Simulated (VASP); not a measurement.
# BAs (F-43m) in VASP: a series of runs, part 3 of 3

VASP 6.6.1. The steps go on from the part before.

**4. Single point, r2SCAN**

This run uses another cell than the first one, of 13.68 Å³/atom, 0.971 times its volume.

POSCAR

```
BAs
1.0
    0.0000000000      2.3919171773      2.3919171773
    2.3919171773      0.0000000000      2.3919171773
    2.3919171773      2.3919171773      0.0000000000
B As
1 1
Direct
    0.0000000000      0.0000000000      0.0000000000
    0.2500000000      0.2500000000      0.2500000000
```

INCAR.step1

```
PREC = Accurate
ENCUT = 520
ISMEAR = 0
SIGMA = 0.01
LREAL = F
LASPH = T
NELM = 100
NBANDS = 11
GGA = PE
ALGO = Normal
EDIFF = 1E-4
LWAVE = T
LCHARG = F
```

INCAR.step2

```
PREC = Accurate
ENCUT = 520
EDIFF = 1E-6
ISMEAR = 0
SIGMA = 0.01
LREAL = F
LASPH = T
NELM = 100
ALGO = Normal
ISIF = 2
LWAVE = F
LCHARG = F
METAGGA = R2SCAN
LMIXTAU = T
NBANDS = 11
ISTART = 1
```

KPOINTS

```
regular mesh
0
Gamma
  10 10 10
```

Potentials or basis: VASP PAW PBE potentials, release 64 (B, As).

Started as:

```console
$ cat potpaw_PBE.64/B/POTCAR potpaw_PBE.64/As/POTCAR > POTCAR
$ cp INCAR.step1 INCAR
$ mpirun -np 1 vasp_std > vasp.out
$ cp INCAR.step2 INCAR
$ mpirun -np 1 vasp_std > vasp.out
```

OUTCAR:

```text
PREC = Accurate
   ENCUT = 520
   EDIFF = 1E-6
   ISMEAR = 0
   LREAL = F
   LASPH = T
   NELM = 100
   ISIF = 2
   METAGGA = R2SCAN
   ISTART = 1

 ion  position               nearest neighbor table
   1  0.000  0.000  0.000-   2 2.07   2 2.07   2 2.07   2 2.07
   2  0.250  0.250  0.250-   1 2.07   1 2.07   1 2.07   1 2.07

  LATTYP: Found a face centered cubic cell.
 ALAT       =     4.7838343546

  Lattice vectors:

 A1 = (   0.0000000000,   2.3919171773,   2.3919171773)
 A2 = (   2.3919171773,   0.0000000000,   2.3919171773)
 A3 = (   2.3919171773,   2.3919171773,   0.0000000000)

Analysis of symmetry for initial positions (statically):
=====================================================================
 Subroutine PRICEL returns:
 Original cell was already a primitive cell.

 Routine SETGRP: Setting up the symmetry group for a
 face centered cubic supercell.

 Subroutine GETGRP returns: Found 24 space group operations
 (whereof 24 operations were pure point group operations)
 out of a pool of 48 trial point group operations.

The static configuration has the point symmetry T_d .

Analysis of symmetry for dynamics (positions and initial velocities):
=====================================================================
 Subroutine PRICEL returns:
 Original cell was already a primitive cell.

 Routine SETGRP: Setting up the symmetry group for a
 face centered cubic supercell.

 Subroutine GETGRP returns: Found 24 space group operations
 (whereof 24 operations were pure point group operations)
 out of a pool of 48 trial point group operations.

The dynamic configuration has the point symmetry T_d .

 Subroutine INISYM returns: Found 24 space group operations
 (whereof 24 operations are pure point group operations),
 and found     1 'primitive' translations

----------------------------------------------------------------------------------------

                                     Primitive cell

[... 112 lines left out ...]
  Fermi-wavevector in a.u.,A,eV,Ry     =   1.086464  2.053119 16.060373  1.180404
  Thomas-Fermi vector in A             =   2.222601
   LORBIT       =      0    0 simple, 1 ext, 2 COOP (PROOUT), +10 PAW based schemes
   METAGGA = R2SCAN    functional components
   LHFCALC =     F    Hartree Fock is set to
   AEXX    =    0.0000 exact exchange contribution
   IVDW    =     0    specifies the selected vdW correction
   LEPSILON=     F    determine dielectric tensor
   LRPA    =     F    only Hartree local field effects (RPA)
 non-spin polarized calculation
 Gauss-broadening in eV      SIGMA  =   0.01
  energy-cutoff  :      520.00
  volume of cell :       27.37
 maximum number of plane-waves:       754
 NGX is ok and might be reduce to    28
   NGX = 13   NGY = 13   NGZ = 13

 number of electron       8.0000000 magnetization

 Free energy of the ion-electron system (eV)
  ---------------------------------------------------
  ext. energy  EPLUGINS =         0.00000000
  ---------------------------------------------------
  free energy    TOTEN  =       -22.25610901 eV

  energy without entropy =      -22.25610901  energy(sigma->0) =      -22.25610901

 E-fermi :   6.0853     XC(G=0): -11.1139

 val. band max:        5.9758599457   @ k =   0.0000   0.0000   0.0000
 cond. band min:       7.3506072421   @ k =   0.4000   0.4000   0.0000
 fundamental gap:      1.3747472964
 Fermi energy:         6.0853154159

 k-point     1 :       0.0000    0.0000    0.0000
  band No.  band energies     occupation
      1     -10.1417      2.00000
      2       5.9759      2.00000
      3       5.9759      2.00000
      4       5.9759      2.00000
      5       9.4165      0.00000
      6       9.4165      0.00000
      7       9.4165      0.00000
      8      11.0708      0.00000
      9      16.3313      0.00000
     10      19.3998      0.00000
     11      19.3998      0.00000
[... 309 lines left out ...]
 k-point    24 :       0.4000    0.3000    0.0000
  band No.  band energies     occupation
      1      -7.3660      2.00000
      2      -0.8423      2.00000
      3       1.8101      2.00000
      4       2.3069      2.00000
      5       7.8844      0.00000
      6       9.6844      0.00000
      7      15.3604      0.00000
      8      15.5923      0.00000
      9      18.8911      0.00000
     10      22.5317      0.00000
     11      22.6938      0.00000

 [... further k-points ...]
[... 5 lines left out ...]
  --------------------------------------------------------------------------------------
  -------------------------------------------------------------------------------------
  Total        0.0420247      0.0420247      0.0420247      0.0000000      0.0000000      0.0000000
  in kB        2.4600678      2.4600678      2.4600678      0.0000000      0.0000000      0.0000000
  external PRESSURE =       2.4600678 kB  Pullay stress =       0.0000000 kB

 VOLUME and BASIS-vectors are now :
 -----------------------------------------------------------------------------
  energy-cutoff  :      520.00
  volume of cell :       27.37
      direct lattice vectors                 reciprocal lattice vectors
     0.000000000  2.391917177  2.391917177    -0.209037338  0.209037338  0.209037338
     2.391917177  0.000000000  2.391917177     0.209037338 -0.209037338  0.209037338
     2.391917177  2.391917177  0.000000000     0.209037338  0.209037338 -0.209037338

 POSITION                                       TOTAL-FORCE (eV/Angst)
 -----------------------------------------------------------------------------------
      0.00000      0.00000      0.00000        -0.000000     -0.000000     -0.000000
      1.19596      1.19596      1.19596         0.000000      0.000000      0.000000
 -----------------------------------------------------------------------------------
    total drift:                               -0.000000     -0.000000     -0.000000

  FREE ENERGIE OF THE ION-ELECTRON SYSTEM (eV)
  ---------------------------------------------------
  free  energy   TOTEN  =       -22.2561090083 eV

  energy  without entropy=      -22.2561090083  energy(sigma->0) =      -22.25610901
```

OSZICAR.step1:

```text
N       E                     dE             d eps       ncg     rms          rms(c)
DAV:   1     0.125528497568E+02    0.12553E+02   -0.37929E+03  1034   0.637E+02
DAV:   2    -0.113678828058E+02   -0.23921E+02   -0.22982E+02  1415   0.107E+02
DAV:   3    -0.120380497860E+02   -0.67017E+00   -0.66897E+00  1284   0.164E+01
DAV:   4    -0.120396976571E+02   -0.16479E-02   -0.16478E-02  1150   0.942E-01
DAV:   5    -0.120397003194E+02   -0.26623E-05   -0.26623E-05  1234   0.400E-02    0.490E+00
DAV:   6    -0.114734536291E+02    0.56625E+00   -0.15700E+00  1097   0.508E+00    0.238E+00
DAV:   7    -0.114149769633E+02    0.58477E-01   -0.19046E-01  1199   0.214E+00    0.981E-01
DAV:   8    -0.114082453867E+02    0.67316E-02   -0.20166E-02  1175   0.806E-01    0.979E-02
DAV:   9    -0.114085462680E+02   -0.30088E-03   -0.76772E-04  1181   0.160E-01    0.583E-02
DAV:  10    -0.114087022913E+02   -0.15602E-03   -0.19217E-04  1096   0.845E-02    0.121E-02
DAV:  11    -0.114087082487E+02   -0.59575E-05   -0.52816E-06   535   0.157E-02
   1 F= -.11408708E+02 E0= -.11408708E+02  d E =-.163548E-62
```

Run time: 47 s. Hardware: 1 thread of AMD EPYC 9R45 (Zen 5), shared host; peak memory 0.14 GiB.

What came out:

```yaml
Free_energy: -22.2561 eV
Pressure: 0.2 GPa
Band_gap_on_the_k_mesh: 1.37 eV, indirect (least direct gap 3.44 eV)
```

Levels at points of the mesh, in eV from the valence-band top:
| k point | band 2 | band 3 | band 4 | band 5 | band 6 | band 7 |
| --- | --- | --- | --- | --- | --- | --- |
| (0.00, 0.00, 0.00) | 0.00 | 0.00 | 0.00 | 3.44 | 3.44 | 3.44 |
| (0.50, 0.00, 0.00) | -9.21 | -1.93 | -1.93 | 2.95 | 5.05 | 5.05 |
| (0.50, 0.50, 0.00) | -9.04 | -4.29 | -4.29 | 1.62 | 1.70 | 12.12 |

Caveat: the PAW data sets were made with another functional, which shifts forces and pressure a little. A k mesh can miss the band edges.

**5. Summary**

| cell | smearing | gap on the mesh (eV) | pressure (GPa) |
| --- | --- | --- | --- |
| a = 3.416 Å, angles 60.0°, 2 atoms | gaussian 0.02 eV | 1.41 | -3.7 |
| a = 3.449 Å, angles 60.0°, 2 atoms | gaussian 0.02 eV | 1.43 | -7.2 |
| a = 3.383 Å, angles 60.0°, 2 atoms | gaussian 0.01 eV | 1.37 | 0.2 |

Alike in all rows: task single point; level r2SCAN; potentials or basis VASP PAW PBE potentials, release 64 (B, As); no spin polarisation; k mesh 10 × 10 × 10; cutoff (eV) 520.

Caveats: the PAW data sets were made with another functional, which shifts forces and pressure a little.

Absolute energies hang on the potentials; compare differences alone.
